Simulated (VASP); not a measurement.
# Mg2Si (Fm-3m) in VASP: a series of runs

The runs below take Mg2Si through single point, relaxation of cell and atoms, with PBE.

All numbers are computed with VASP 6.6.1; they aren't measurements. Logs are shortened: lines on timing, memory, paths and dates and some standing lists are left out, and cuts for length are marked.

## Step 1: The cell of the first run

It takes space group Fm-3m (No. 225, cubic). The conventional cell has a = 6.340 Å, b = 6.340 Å, c = 6.340 Å, α = 90.00°, β = 90.00°, γ = 90.00°. Mg (site symmetry -43m) has 4 Si at 2.75 Å and 6 Mg at 3.17 Å within 3.6 Å. Si (site symmetry m-3m) has 8 Mg at 2.75 Å within 3.6 Å.

## Step 2: Single point, PBE

File INCAR:

```
SYSTEM = Mg2Si
ALGO = Normal
EDIFF = 1E-6
ENCUT = 600
GGA = PE
GGA_COMPAT = .False.
ISIF = 2
ISMEAR = 0
LASPH = .True.
LCHARG = .False.
LREAL = .False.
LWAVE = .False.
NBANDS = 11
NELM = 120
PREC = Accurate
SIGMA = 0.1
```

File KPOINTS:

```
k-points
0
Gamma
  6 6 6
  0 0 0
```

File POSCAR:

```
Mg2Si
1.0
    0.0000000000      3.1698180000      3.1698180000
    3.1698180000      0.0000000000      3.1698180000
    3.1698180000      3.1698180000      0.0000000000
Mg Si
2 1
Direct
    0.2500000000      0.2500000000      0.2500000000
    0.7500000000      0.7500000000      0.7500000000
    0.0000000000      0.0000000000      0.0000000000
```

Potentials or basis: VASP PAW PBE potentials, release 64 (Mg, Si).

On the command line:

```
$ cat potpaw_PBE.64/Mg/POTCAR potpaw_PBE.64/Si/POTCAR > POTCAR
$ mpirun -np 1 vasp_std > vasp.out
```

OUTCAR:

```text
SYSTEM = Mg2Si
   EDIFF = 1E-6
   ENCUT = 600
   GGA = PE
   ISIF = 2
   ISMEAR = 0
   LASPH = .True.
   LREAL = .False.
   NELM = 120
   PREC = Accurate

 ion  position               nearest neighbor table
   1  0.250  0.250  0.250-   3 2.75   3 2.75   3 2.75   3 2.75   2 3.17   2 3.17   2 3.17   2 3.17
                             2 3.17   2 3.17
   2  0.750  0.750  0.750-   3 2.75   3 2.75   3 2.75   3 2.75   1 3.17   1 3.17   1 3.17   1 3.17
                             1 3.17   1 3.17
   3  0.000  0.000  0.000-   1 2.75   2 2.75   2 2.75   2 2.75   2 2.75   1 2.75   1 2.75   1 2.75

  LATTYP: Found a face centered cubic cell.
 ALAT       =     6.3396360000

  Lattice vectors:

 A1 = (   0.0000000000,   3.1698180000,   3.1698180000)
 A2 = (   3.1698180000,   0.0000000000,   3.1698180000)
 A3 = (   3.1698180000,   3.1698180000,   0.0000000000)

Analysis of symmetry for initial positions (statically):
=====================================================================
 Subroutine PRICEL returns:
 Original cell was already a primitive cell.

 Routine SETGRP: Setting up the symmetry group for a
 face centered cubic supercell.

 Subroutine GETGRP returns: Found 48 space group operations
 (whereof 48 operations were pure point group operations)
 out of a pool of 48 trial point group operations.

The static configuration has the point symmetry O_h .

Analysis of symmetry for dynamics (positions and initial velocities):
=====================================================================
 Subroutine PRICEL returns:
 Original cell was already a primitive cell.

 Routine SETGRP: Setting up the symmetry group for a
 face centered cubic supercell.

 Subroutine GETGRP returns: Found 48 space group operations
 (whereof 48 operations were pure point group operations)
 out of a pool of 48 trial point group operations.

The dynamic configuration has the point symmetry O_h .

 Subroutine INISYM returns: Found 48 space group operations
 (whereof 48 operations are pure point group operations),
 and found     1 'primitive' translations

----------------------------------------------------------------------------------------

                                     Primitive cell

  volume of cell :      63.6991

  direct lattice vectors                    reciprocal lattice vectors
     0.000000000  3.169818000  3.169818000    -0.157737763  0.157737763  0.157737763
     3.169818000  0.000000000  3.169818000     0.157737763 -0.157737763  0.157737763
     3.169818000  3.169818000  0.000000000     0.157737763  0.157737763 -0.157737763

  length of vectors
     4.482799606  4.482799606  4.482799606     0.273209820  0.273209820  0.273209820

  position of ions in fractional coordinates (direct lattice)
     0.250000000  0.250000000  0.250000000
     0.750000000  0.750000000  0.750000000
     0.000000000  0.000000000  0.000000000

  ion indices of the primitive-cell ions
   primitive index   ion index
                 1           1
                 2           2
                 3           3

----------------------------------------------------------------------------------------

 KPOINTS: k-points

Automatic generation of k-mesh.
 Grid dimensions read from file:
 generate k-points for:    6    6    6

 Generating k-lattice:

  Cartesian coordinates                     Fractional coordinates (reciprocal lattice)
    -0.026289627  0.026289627  0.026289627     0.166666667  0.000000000  0.000000000
     0.026289627 -0.026289627  0.026289627     0.000000000  0.166666667  0.000000000
     0.026289627  0.026289627 -0.026289627     0.000000000  0.000000000  0.166666667

  Length of vectors
     0.045534970  0.045534970  0.045534970

  Shift w.r.t. Gamma in fractional coordinates (k-lattice)
     0.000000000  0.000000000  0.000000000

 Subroutine IBZKPT returns following result:
 ===========================================

 Found     16 irreducible k-points:

 Following reciprocal coordinates:
            Coordinates               Weight
  0.000000  0.000000  0.000000      1.000000
  0.166667  0.000000  0.000000      8.000000
  0.333333  0.000000  0.000000      8.000000
  0.500000  0.000000  0.000000      4.000000
  0.166667  0.166667  0.000000      6.000000
  0.333333  0.166667  0.000000     24.000000
[... 8 lines left out ...]
 -0.333333  0.333333  0.166667     24.000000
 -0.333333  0.500000  0.166667     12.000000
   k-points           NKPTS =     16   k-points in BZ     NKDIM =     16   number of bands    NBANDS=     11
   number of dos      NEDOS =    301   number of ions     NIONS =      3
   total plane-waves  NPLWV =  46656
   dimension x,y,z NGX =    36 NGY =   36 NGZ =   36
   dimension x,y,z NGXF=    72 NGYF=   72 NGZF=   72
   ions per type =               2   1
   NGX,Y,Z   is equivalent  to a cutoff of  13.35, 13.35, 13.35 a.u.
   NGXF,Y,Z  is equivalent  to a cutoff of  26.70, 26.70, 26.70 a.u.
 SYSTEM =  Mg2Si
   PREC   = accura    normal or accurate (medium, high low for compatibility)
   ISTART =      0    job   : 0-new  1-cont  2-samecut
   ICHARG =      2    charge: 1-file 2-atom 10-const
   ISPIN  =      1    spin polarized calculation?
   LNONCOLLINEAR =      F non collinear calculations
   LSORBIT =      F    spin-orbit coupling
   LASPH  =      T    aspherical Exc in radial PAW
   ENCUT  =  600.0 eV  44.10 Ry    6.64 a.u.   8.95  8.95  8.95*2*pi/ulx,y,z
   NELM   =    120;   NELMIN=  2; NELMDL= -5     # of ELM steps
   EDIFF  = 0.1E-05   stopping-criterion for ELM
   LREAL  =      F    real-space projection
   EDIFFG = 0.1E-04   stopping-criterion for IOM
   NSW    =      0    number of steps for IOM
   IBRION =     -1    ionic relax: 0-MD 1-quasi-New 2-CG
   NFREE  =      0    steps in history (QN), initial steepest desc. (CG)
   ISIF   =      2    stress and relaxation
   ISYM   =      2    0-nonsym 1-usesym 2-fastsym
   POTIM  = 0.5000    time-step for ionic-motion
   TEBEG  =    0.0;   TEEND  =   0.0 temperature during run
   PSTRESS=    0.0 pullay stress
   NELECT =       8.0000    total number of electrons
   NUPDOWN=      -1.0000    fix difference up-down
   EMIN   =  10.00;   EMAX   =-10.00  energy-range for DOS
   EFERMI =   0.00;   METHOD = LEGACY
   ISMEAR =     0;   SIGMA  =   0.10  broadening in eV -4-tet -1-fermi 0-gaus
   EFERMI_NEDOS =   21; number of points for ismear=-14 and -15
   IALGO  =     38    algorithm
   IMIX   =      4    mixing-type and parameters
     AMIX     =   0.40;   BMIX     =  1.00
     AMIX_MAG =   1.60;   BMIX_MAG =  1.00
  volume/ion in A,a.u.               =      21.23       143.29
  Fermi-wavevector in a.u.,A,eV,Ry     =   0.819836  1.549266  9.144906  0.672132
  Thomas-Fermi vector in A             =   1.930712
   LORBIT       =      0    0 simple, 1 ext, 2 COOP (PROOUT), +10 PAW based schemes
   GGA     = PE    functional components
   LHFCALC =     F    Hartree Fock is set to
   AEXX    =    0.0000 exact exchange contribution
   IVDW    =     0    specifies the selected vdW correction
   LEPSILON=     F    determine dielectric tensor
   LRPA    =     F    only Hartree local field effects (RPA)
 non-spin polarized calculation
 Gauss-broadening in eV      SIGMA  =   0.10
  energy-cutoff  :      600.00
  volume of cell :       63.70
 maximum number of plane-waves:      2158
   NGX = 17   NGY = 17   NGZ = 17

 number of electron       8.0000000 magnetization

 Free energy of the ion-electron system (eV)
  ---------------------------------------------------
  ext. energy  EPLUGINS =         0.00000000
  ---------------------------------------------------
  free energy    TOTEN  =        -8.89518092 eV

  energy without entropy =       -8.89457725  energy(sigma->0) =       -8.89487909

 E-fermi :   3.7340     XC(G=0):  -8.8051

 val. band max:        3.6362753437   @ k =   0.0000   0.0000   0.0000
 cond. band min:       3.8316338309   @ k =   0.5000   0.5000   0.0000
 fundamental gap:      0.1953584872
 Fermi energy:         3.7339543107

 k-point     1 :       0.0000    0.0000    0.0000
  band No.  band energies     occupation
      1      -5.4990      2.00000
      2       3.6363      1.83284
      3       3.6363      1.83284
      4       3.6363      1.83284
      5       5.5435      0.00000
      6       6.2065      0.00000
      7       6.2065      0.00000
      8       6.2065      0.00000
      9       9.2815      0.00000
     10       9.2815      0.00000
     11      10.1614      0.00000

 k-point     2 :       0.1667    0.0000    0.0000
  band No.  band energies     occupation
      1      -5.2506      2.00000
      2       1.9299      2.00000
      3       3.3884      2.00000
      4       3.3884      2.00000
      5       5.5785      0.00000
      6       6.6113      0.00000
      7       6.6113      0.00000
      8       7.4786      0.00000
      9       8.5299      0.00000
     10       8.5299      0.00000
     11      10.2065      0.00000

 k-point     3 :       0.3333    0.0000    0.0000
  band No.  band energies     occupation
      1      -4.5878      2.00000
      2      -0.1246      2.00000
      3       3.0559      2.00000
      4       3.0559      2.00000
      5       5.0959      0.00000
      6       6.4532      0.00000
      7       6.4532      0.00000
      8       8.8622      0.00000
      9       9.4194      0.00000
     10       9.4194      0.00000
     11      10.2682      0.00000
[... 155 lines left out ...]
 k-point    15 :      -0.3333    0.3333    0.1667
  band No.  band energies     occupation
      1      -3.6409      2.00000
      2      -0.4707      2.00000
      3       0.5614      2.00000
      4       1.6684      2.00000
      5       5.9104      0.00000
      6       6.4142      0.00000
      7       8.0486      0.00000
      8       8.6074      0.00000
      9       9.5894      0.00000
     10      11.7599      0.00000
     11      12.7030      0.00000

 k-point    16 :      -0.3333    0.5000    0.1667
  band No.  band energies     occupation
      1      -3.4649      2.00000
      2      -0.4326      2.00000
      3       0.6346      2.00000
      4       1.1039      2.00000
      5       5.3751      0.00000
      6       5.7725      0.00000
      7       8.6897      0.00000
      8       8.8162      0.00000
      9      11.8487      0.00000
     10      12.0978      0.00000
     11      12.3898      0.00000

------------------------ aborting loop because EDIFF is reached ----------------------------------------

  FORCE on cell =-STRESS in cart. coord.  units (eV):
  Direction    XX          YY          ZZ          XY          YZ          ZX
  --------------------------------------------------------------------------------------
  -------------------------------------------------------------------------------------
  Total        0.2014627      0.2014627      0.2014627     -0.0000000     -0.0000000      0.0000000
  in kB        5.0672493      5.0672493      5.0672493     -0.0000000     -0.0000000      0.0000000
  external PRESSURE =       5.0672493 kB  Pullay stress =       0.0000000 kB

 VOLUME and BASIS-vectors are now :
 -----------------------------------------------------------------------------
  energy-cutoff  :      600.00
  volume of cell :       63.70
      direct lattice vectors                 reciprocal lattice vectors
     0.000000000  3.169818000  3.169818000    -0.157737763  0.157737763  0.157737763
     3.169818000  0.000000000  3.169818000     0.157737763 -0.157737763  0.157737763
     3.169818000  3.169818000  0.000000000     0.157737763  0.157737763 -0.157737763

 POSITION                                       TOTAL-FORCE (eV/Angst)
 -----------------------------------------------------------------------------------
      1.58491      1.58491      1.58491        -0.000000     -0.000000     -0.000000
      4.75473      4.75473      4.75473         0.000000      0.000000      0.000000
      0.00000      0.00000      0.00000        -0.000000     -0.000000      0.000000
 -----------------------------------------------------------------------------------
    total drift:                               -0.000000     -0.000000     -0.000000

  FREE ENERGIE OF THE ION-ELECTRON SYSTEM (eV)
  ---------------------------------------------------
  free  energy   TOTEN  =        -8.8951809233 eV

  energy  without entropy=       -8.8945772518  energy(sigma->0) =       -8.89487909
```

Run time: 25 s. Hardware: 1 thread of Intel Xeon 8259CL, shared host; peak memory 0.2 GiB.

Results:

```yaml
Free_energy: -8.8952 eV
Pressure: 0.5 GPa
Band_gap_on_the_k_mesh: 0.20 eV, indirect (least direct gap 1.91 eV)
```

A k mesh can miss the band edges.

## Step 3: Single point, PBE

This run uses another cell than the first one, of 21.49 Å³/atom, 1.012 times its volume.

File INCAR:

```
PREC = Accurate
ENCUT = 600
EDIFF = 1E-6
ISMEAR = 0
SIGMA = 0.01
LREAL = F
LASPH = T
NELM = 120
ALGO = Normal
ISIF = 2
LWAVE = F
LCHARG = T
GGA = PE
LELF = T
LVHAR = T
NBANDS = 11
GGA_COMPAT = F
```

File KPOINTS:

```
Automatic mesh
0
Gamma
  10 10 10
```

File POSCAR:

```
Mg2Si
1.0
    0.0000000000      3.1824500298      3.1824500298
    3.1824500298      0.0000000000      3.1824500298
    3.1824500298      3.1824500298      0.0000000000
Mg Si
2 1
Direct
    0.2500000000      0.2500000000      0.2500000000
    0.7500000000      0.7500000000      0.7500000000
    0.0000000000      0.0000000000      0.0000000000
```

Potentials or basis: VASP PAW PBE potentials, release 64 (Mg, Si).

On the command line:

```
$ cat potpaw_PBE.64/Mg/POTCAR potpaw_PBE.64/Si/POTCAR > POTCAR
$ mpirun -np 1 vasp_std > vasp.out
```

Run time: 50 s. Hardware: 1 thread of Intel Xeon 8259CL, shared host; peak memory 0.22 GiB.

It converged, with:

```yaml
Free_energy: -8.9172 eV
Pressure: -0.1 GPa
Band_gap_on_the_k_mesh: 0.22 eV, indirect (least direct gap 1.84 eV)
```

Levels at points of the mesh, in eV from the valence-band top:
```tsv
k point	band 2	band 3	band 4	band 5	band 6	band 7
(0.00, 0.00, 0.00)	0.00	0.00	0.00	1.84	2.56	2.56
(0.50, 0.00, 0.00)	-4.73	-0.70	-0.70	1.24	2.55	2.55
(0.50, 0.50, 0.00)	-4.41	-1.93	-1.93	0.22	0.40	7.89
```

## Step 4: Relaxation of cell and atoms, PBE

File INCAR:

```
SYSTEM = Mg2Si
  PREC = Accurate
  ENCUT = 600
  EDIFF = 1E-7
  ISMEAR = 0
  SIGMA = 0.01
  LREAL = .FALSE.
  LASPH = .TRUE.
  NELM = 120
  ALGO = Normal
  ISIF = 3
  LWAVE = .FALSE.
  LCHARG = .FALSE.
  GGA = PE
  IBRION = 2
  NSW = 70
  EDIFFG = -0.02
  GGA_COMPAT = .FALSE.
  NELMIN = 4
```

File KPOINTS:

```
regular mesh
0
G
  10 10 10
  0 0 0
```

File POSCAR:

```
Mg2Si
1.0
    0.0000000000      3.1698180000      3.1698180000
    3.1698180000      0.0000000000      3.1698180000
    3.1698180000      3.1698180000      0.0000000000
Mg Si
2 1
Direct
    0.2500000000      0.2500000000      0.2500000000
    0.7500000000      0.7500000000      0.7500000000
    0.0000000000      0.0000000000      0.0000000000
```

On the command line:

```
$ cat potpaw_PBE.64/Mg/POTCAR potpaw_PBE.64/Si/POTCAR > POTCAR
$ mpirun -np 1 vasp_std > vasp.out
```

Wall time 74 s (1 thread of Intel Xeon 8259CL, shared host); peak memory 0.23 GiB.

The run converged. Its results:

* Free energy: -8.9173 eV
* Relaxed volume: 21.45 Å³/atom
* Relaxed cell: a = 4.498 Å, b = 4.498 Å, c = 4.498 Å, α = 60.00°, β = 60.00°, γ = 60.00°
* Space group after relaxing (to 0.05 Å): Fm-3m (No. 225)
* Energy gained by relaxing: 0.3 meV/atom
* Ionic steps: 2
* Pressure after relaxing: 0.0 GPa
* Band gap on the k mesh: 0.21 eV, indirect (least direct gap 1.85 eV)

Step by step:
```tsv
step	energy change (eV)	largest force (eV/Å)	pressure (GPa)	volume (Å³)
1	0.0000	0.0000	0.53	63.70
2	-0.0010	0.0000	-0.04	64.35
```

Final structure:
```xyz
3
Lattice="0.0000 3.1806 3.1806 3.1806 0.0000 3.1806 3.1806 3.1806 0.0000" Properties=species:S:1:pos:R:3 pbc="T T T"
Mg    1.5903    1.5903    1.5903
Mg    4.7710    4.7710    4.7710
Si    3.1806    6.3613    3.1806
```

Levels at points of the mesh, in eV from the valence-band top:
```csv
k point,band 2,band 3,band 4,band 5,band 6,band 7
"(0.00, 0.00, 0.00)",0.00,0.00,0.00,1.85,2.56,2.56
"(0.50, 0.00, 0.00)",-4.74,-0.70,-0.70,1.24,2.55,2.55
"(0.50, 0.50, 0.00)",-4.42,-1.94,-1.94,0.21,0.41,7.90
```

A k mesh can miss the band edges.

## Step 5: Summary

| task | cell | k mesh | smearing | gap on the mesh (eV) | pressure (GPa) |
| --- | --- | --- | --- | --- | --- |
| single point | a = 4.483 Å, angles 60.0°, 3 atoms | 6 × 6 × 6 | gaussian 0.1 eV | 0.20 | 0.5 |
| single point | a = 4.501 Å, angles 60.0°, 3 atoms | 10 × 10 × 10 | gaussian 0.01 eV | 0.22 | -0.1 |
| relaxation of cell and atoms | relaxed from a = 4.483 Å, angles 60.0°, 3 atoms | 10 × 10 × 10 | gaussian 0.01 eV | 0.21 | 0.0 |

Alike in all rows: level PBE; potentials or basis VASP PAW PBE potentials, release 64 (Mg, Si); no spin polarisation; cutoff (eV) 600.

Absolute energies hang on the potentials; compare differences alone.
